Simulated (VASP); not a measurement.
# Ta (P6_3/mmc) in VASP: a series of runs, part 2 of 2

VASP 6.6.1. Earlier steps stand in the parts before.

## 3. Relaxation of cell and atoms, PBE, target pressure 20 GPa, at which the enthalpy is minimised

The input, INCAR:

```
SYSTEM = Ta
PREC     = Accurate       ! precision mode
ENCUT    = 600            ! plane-wave cutoff, eV
EDIFF    = 1E-7           ! SCF threshold, eV
ISMEAR   = 0              ! smearing method
SIGMA    = 0.05           ! smearing width, eV
LREAL    = .FALSE.        ! projectors in reciprocal space
LASPH    = .TRUE.         ! aspherical terms in the spheres
NELM     = 60             ! most SCF steps
ALGO     = Normal         ! electronic algorithm
ISIF     = 3              ! what is computed and relaxed
LWAVE    = .FALSE.        ! write WAVECAR
LCHARG   = .FALSE.        ! write CHGCAR
GGA      = PE             ! functional
IBRION   = 2              ! ionic algorithm
NSW      = 60             ! ionic steps
EDIFFG   = -0.03          ! ionic threshold
PSTRESS  = 200.0
```

The input, KPOINTS:

```
Automatic mesh
0
G
  9 9 5
  0 0 0
```

The input, POSCAR:

```
Ta
1.0
    2.9400000000      0.0000000000      0.0000000000
   -1.4700000000      2.5461146871      0.0000000000
    0.0000000000      0.0000000000      4.8010200000
Ta
2
Direct
    0.3333333333      0.6666666667      0.2500000000
    0.6666666667      0.3333333333      0.7500000000
```

Potentials or basis: VASP PAW PBE potentials, release 64 (Ta_pv).

Command:

```
cat potpaw_PBE.64/Ta_pv/POTCAR > POTCAR
mpirun -np 1 vasp_std > vasp.out
```

OUTCAR:

```text
SYSTEM = Ta
   PREC = Accurate
   ENCUT = 600
   EDIFF = 1E-7
   ISMEAR = 0
   LREAL = .FALSE.
   LASPH = .TRUE.
   NELM = 60
   ISIF = 3
   GGA = PE
   IBRION = 2
   NSW = 60
   EDIFFG = -0.03
   PSTRESS = 200.0

 ion  position               nearest neighbor table
   1  0.333  0.667  0.250-   2 2.94   2 2.94   2 2.94   2 2.94   2 2.94   2 2.94
   2  0.667  0.333  0.750-   1 2.94   1 2.94   1 2.94   1 2.94   1 2.94   1 2.94

  LATTYP: Found a hexagonal cell.
 ALAT       =     2.9400000000
 C/A-ratio  =     1.6330000000

  Lattice vectors:

 A1 = (   2.9400000000,   0.0000000000,   0.0000000000)
 A2 = (  -1.4700000000,   2.5461146871,   0.0000000000)
 A3 = (   0.0000000000,   0.0000000000,   4.8010200000)

Analysis of symmetry for initial positions (statically):
=====================================================================
 Subroutine PRICEL returns:
 Original cell was already a primitive cell.

 Routine SETGRP: Setting up the symmetry group for a
 hexagonal supercell.

 Subroutine GETGRP returns: Found 24 space group operations
 (whereof 12 operations were pure point group operations)
 out of a pool of 24 trial point group operations.

The static configuration has the point symmetry D_3d.
 The point group associated with its full space group is D_6h.

Analysis of symmetry for dynamics (positions and initial velocities):
[... 278 lines left out ...]
 number of electron      21.9999999 magnetization

------------------------ aborting loop because EDIFF is reached ----------------------------------------
[... 71 lines left out ...]
--------------------------------------- Ionic step       10  -------------------------------------------

 number of electron      21.9999999 magnetization

 Free energy of the ion-electron system (eV)
  ---------------------------------------------------
  ext. energy  EPLUGINS =         0.00000000
  ---------------------------------------------------
  free energy    TOTEN  =       -22.87452310 eV

  energy without entropy =      -22.87089511  energy(sigma->0) =      -22.87270911

 E-fermi :   6.3549     XC(G=0): -12.8498

 val. band max:        6.3374088299   @ k =   0.2222   0.2222   0.0000
 cond. band min:       6.3559330789   @ k =   0.3333   0.0000   0.0000
 fundamental gap:      0.0185242490
 Fermi energy:         6.3549089332

 k-point     1 :       0.0000    0.0000    0.0000
  band No.  band energies     occupation
      1     -28.2194      2.00000
      2     -27.1289      2.00000
      3     -26.9637      2.00000
      4     -26.9637      2.00000
      5     -26.8584      2.00000
      6     -26.8584      2.00000
      7      -2.2058      2.00000
      8       1.0917      2.00000
      9       5.5563      2.00000
     10       6.4218      0.05849
     11       6.9284      0.00000
     12       6.9284      0.00000
     13       7.5535      0.00000
     14       7.5535      0.00000
[... 401 lines left out ...]
      2     -27.9348      2.00000
      3     -27.9348      2.00000
      4     -27.7681      2.00000
      5     -27.3844      2.00000
      6     -27.3844      2.00000
      7       3.2800      2.00000
      8       4.0653      2.00000
      9       4.0653      2.00000
     10       4.6277      2.00000
     11       5.7251      2.00000
     12       5.7251      2.00000
     13       7.5344      0.00000
     14       9.7637      0.00000
     15      11.2607      0.00000

 [... further k-points ...]
[... 5 lines left out ...]
  --------------------------------------------------------------------------------------
  -------------------------------------------------------------------------------------
  Total        4.2888168      4.2888168      4.2375623      0.0000000      0.0000000      0.0000000
  in kB      200.0658995    200.0658995    197.6749644      0.0000000      0.0000000      0.0000000
  external PRESSURE =      -0.7310789 kB  Pullay stress =     200.0000000 kB
[... 21 lines left out ...]
  energy  without entropy=      -22.8708951144  energy(sigma->0) =      -22.87270911

  enthalpy is  TOTEN    =       -18.5871189422 eV   P V=        4.2874041590

 reached required accuracy - stopping structural energy minimisation
```

CONTCAR:

```text
Ta
   1.00000000000000
     2.8072870877506633   -0.0000000000000000    0.0000000000000000
    -1.4036435438753316    2.4311819336697211   -0.0000000000000000
     0.0000000000000000    0.0000000000000000    5.0323486680137659
  Ta
     2
Direct
     0.3333333332999970    0.6666666667000030    0.2500000000000000
     0.6666666667000030    0.3333333332999970    0.7500000000000000

  0.00000000E+00  0.00000000E+00  0.00000000E+00
  0.00000000E+00  0.00000000E+00  0.00000000E+00
```

It took 3.2 min on 1 thread of Intel Xeon 8259CL, shared host; peak memory 0.18 GiB.

What came out:

```
Free energy                                            : -22.8745 eV
Relaxed volume                                         : 17.17 Å³/atom
Relaxed cell                                           : a = 2.807 Å, b = 2.807 Å, c = 5.032 Å, α = 90.00°, β = 90.00°, γ = 120.00°
Space group after relaxing (to 0.05 Å)                 : P6_3/mmc (No. 194)
Energy change on relaxing (the enthalpy is what falls) : +25.7 meV/atom
Ionic steps                                            : 10
Pressure after relaxing                                : 19.9 GPa
Band gap on the k mesh                                 : zero (band 11 reaches 7.46 eV, above the bottom of band 12 at 5.66 eV)
```

Stress tensor (GPa, compression positive):
```
20.01  0.00  0.00
 0.00 20.01  0.00
 0.00  0.00 19.77
```

Step by step:
```csv
step,energy change (eV),largest force (eV/Å),pressure (GPa),volume (Å³)
1,0.0000,0.0000,8.98,35.94
2,1.2114,0.0000,64.89,29.86
3,0.1424,0.0000,20.83,34.23
4,0.1471,0.0000,21.13,34.19
5,0.0928,0.0000,20.03,34.31
6,0.0399,0.0000,19.29,34.46
7,0.0416,0.0000,19.22,34.43
8,0.0401,0.0000,19.22,34.44
9,0.0985,0.0000,22.74,34.00
10,0.0513,0.0000,19.93,34.35
```

Final structure:
```xyz
2
Lattice="2.8073 0.0000 0.0000 -1.4036 2.4312 0.0000 0.0000 0.0000 5.0323" Properties=species:S:1:pos:R:3 pbc="T T T"
Ta    0.0000    1.6208    1.2581
Ta    1.4036    0.8104    3.7743
```

Levels at points of the mesh, in eV from the Fermi level:
```
           k point  band 8  band 9  band 10  band 11  band 12  band 13  band 14  band 15
(0.00, 0.00, 0.00)   -5.26   -0.80     0.07     0.57     0.57     1.20     1.20     3.28
```

Caveat: the cell is relaxed towards a set pressure, so the enthalpy falls and the energy may rise; spin-orbit coupling is left out, which moves the levels of the heavy elements.
